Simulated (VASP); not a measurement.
# TiC: single point with PBEsol+U

Crystal: TiC.

```
CELL_PARAMETERS angstrom
0.00000 2.16572 2.16572
2.16572 0.00000 2.16572
2.16572 2.16572 0.00000
ATOMIC_POSITIONS crystal
Ti 0.00000 0.00000 0.00000
C 0.50000 0.50000 0.50000
```

```json
{"Program": "VASP 6.6.1", "Task": "single point", "Functional": "PBEsol", "Potentials or basis": "VASP PAW PBE potentials, release 64 (Ti_sv, C_h)", "Cutoff": "910 eV", "k mesh": "11 × 11 × 11", "Occupations": "fermi-dirac, width 0.05 eV", "Spin": "no spin polarisation", "Hubbard terms": "Ti d U = 5.0 eV", "Dipole correction": "no", "Second run": "hard_potentials", "Further INCAR settings": "ALGO = Normal; EDIFF = 1e-06; NBANDS = 15"}
```

- Pressure: 8.0 GPa
- Band gap on the k mesh: zero (band 8 reaches 11.42 eV, above the bottom of band 9 at 9.78 eV)

Levels at points of the mesh, in eV from the Fermi level:
```tsv
k point	band 6	band 7	band 8	band 9	band 10	band 11
(0.00, 0.00, 0.00)	1.08	1.08	1.08	1.39	1.39	1.39
```

Eigenvalues of the final occupation matrices:
```tsv
site	spin	trace	eigenvalues
site 1 d	1	0.90	0.11 0.11 0.11 0.28 0.28
site 1 d	2	0.90	0.11 0.11 0.11 0.28 0.28
```

It took 31 s on 1 thread of Intel(R) Xeon(R) Platinum 8488C (Sapphire Rapids), on a shared host, peak memory 0.19 GiB.

Caveat: the cutoff is under 1.25 times the usual one of these potentials, so pressure, stress and relaxed cells hold a basis-set (Pulay) error; the PAW data sets were made with another functional, which shifts forces and pressure a little; U without spin polarisation on a metal has little footing; the U is typed as a test and isn't derived for this compound.
